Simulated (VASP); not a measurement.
Here is a VASP 6.6.1 calculation.

Contents of POSCAR:

```
Mn
1.0
    0.0000000000      2.3003546095      4.8708247220
    1.4384484519      0.0000000000      4.8708247220
    1.4384484519      2.3003546095      0.0000000000
Mn
2
Direct
    0.1362865386      0.1362865386      0.8637134614
    0.8637134614      0.8637134614      0.1362865386
```

INCAR.step1

```
  PREC = Accurate
  ENCUT = 520
  ISMEAR = 0
  SIGMA = 0.1
  LREAL = False
  LASPH = True
  NELM = 150
  ISPIN = 2
  MAGMOM = 4.14 4.14
  LMAXMIX = 4
  NBANDS = 24
  GGA = PE
  ALGO = Normal
  EDIFF = 1E-4
  LWAVE = True
  LCHARG = False
```

Contents of INCAR.step2:

```
  PREC = Accurate
  ENCUT = 520
  EDIFF = 1E-6
  ISMEAR = 0
  SIGMA = 0.1
  LREAL = False
  LASPH = True
  NELM = 150
  ALGO = Normal
  ISIF = 2
  LWAVE = False
  LCHARG = True
  ISPIN = 2
  MAGMOM = 4.14 4.14
  LORBIT = 11
  LMAXMIX = 4
  METAGGA = R2SCAN
  LMIXTAU = True
  LELF = True
  LVHAR = True
  NBANDS = 24
  ISTART = 1
```

KPOINTS

```
Automatic mesh
0
Gamma
  8 8 8
```

Potentials or basis: VASP PAW PBE potentials, release 64 (Mn_pv).

Run with:

```console
$ cat potpaw_PBE.64/Mn_pv/POTCAR > POTCAR
$ cp INCAR.step1 INCAR
$ mpirun -np 1 vasp_std > vasp.out
$ cp INCAR.step2 INCAR
$ mpirun -np 1 vasp_std > vasp.out
```

Question: Estimate the site moments.

Answer: Mn +3.81 μB.

Question: What does it give for the pressure?

Answer: 0.3 GPa.

Question: What does it give for the net moment?

Answer: 7.69 μB per cell.

Stress tensor (GPa, compression positive):
```
0.56 0.00 0.00
0.00 0.12 0.00
0.00 0.00 0.22
```

Caveat: the PAW data sets were made with another functional, which shifts forces and pressure a little.
